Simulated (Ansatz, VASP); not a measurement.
# Two plane-wave programs on HfO2

```
Hf O
1.0
     2.54881   -2.54881    0.00000
     2.54881    0.00000   -2.54881
     9.34545    2.97369    2.97369
Hf O
3 6
Direct
  0.40973 0.40973 0.70835
  0.02083 0.02083 0.37502
  0.63193 0.63193 0.04168
  0.42361 0.42361 0.29168
  0.20141 0.20141 0.95835
  0.81251 0.81251 0.62502
  0.00696 0.00696 0.79168
  0.61806 0.61806 0.45835
  0.22916 0.22916 0.12502
```

Alike in both runs: task single point; functional PBE; k mesh 7 × 7 × 3; occupations gaussian, width 0.05 eV; no spin polarisation.

|  | VASP | Ansatz |
| --- | --- | --- |
| version | VASP 6.6.1 | Ansatz 0.2.0 |
| potentials or method | VASP PAW PBE potentials, release 64 (Hf_pv, O), cutoff 520 eV | scalar-relativistic, plane waves, PAW |
| valence electrons in the cell | 66 | 114 |

|  | VASP | Ansatz | Ansatz less VASP |
| --- | --- | --- | --- |
| gap on the k mesh at the Fermi level (eV) | 2.06 | 2.08 | +0.014 |
| least direct gap on the mesh (eV) | 2.29 | 2.30 | +0.012 |
| pressure (GPa) | 8.1 | 11.5 | +3.35 |
| traceless stress, the component that is largest in VASP (GPa) | 21.70 | 21.39 | -0.305 |
| rms of the force components (eV/Å) | 2.615 | 2.617 | +0.0023 |

Atom by atom the forces differ by 0.020 eV/Å (rms over components). VASP's potentials hold 66 valence electrons a cell and Ansatz's 114, so a difference there can come from the potentials and not from the codes.

Spin-orbit coupling is off throughout.
